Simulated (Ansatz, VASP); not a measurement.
# Two plane-wave programs on MgB2

```
Mg B
1.0
     3.07547    0.00000    0.00000
    -1.53774    2.66344    0.00000
     0.00000    0.00000    3.52585
Mg B
1 2
Direct
  0.00000 0.00000 0.00000
  0.33333 0.66667 0.50000
  0.66667 0.33333 0.50000
```

Alike in both runs: functional PBE; k mesh 15 × 15 × 12; occupations fermi-dirac, width 0.15 eV; no spin polarisation.

Ansatz relaxed the structure, and its values are those at the end. VASP's run is a single point on that final structure, the one shown.

|  | VASP | Ansatz |
| --- | --- | --- |
| version | VASP 6.6.1 | Ansatz 0.2.0 |
| potentials or method | VASP PAW PBE potentials, release 64 (Mg, B), cutoff 520 eV | scalar-relativistic, plane waves, PAW |
| valence electrons in the cell | 8 | 16 |

Ansatz gave:

| Item | Value |
| --- | --- |
| gap on the k mesh at the Fermi level (eV) | none |
| pressure (GPa) | 0.0 |

Estimate VASP's values.

gap on the k mesh at the Fermi level (eV): none; pressure (GPa): -0.3.

A gap of «none» marks a metal or a gap that the smearing closes. VASP's potentials hold 8 valence electrons a cell and Ansatz's 16, so a difference there can come from the potentials and not from the codes.
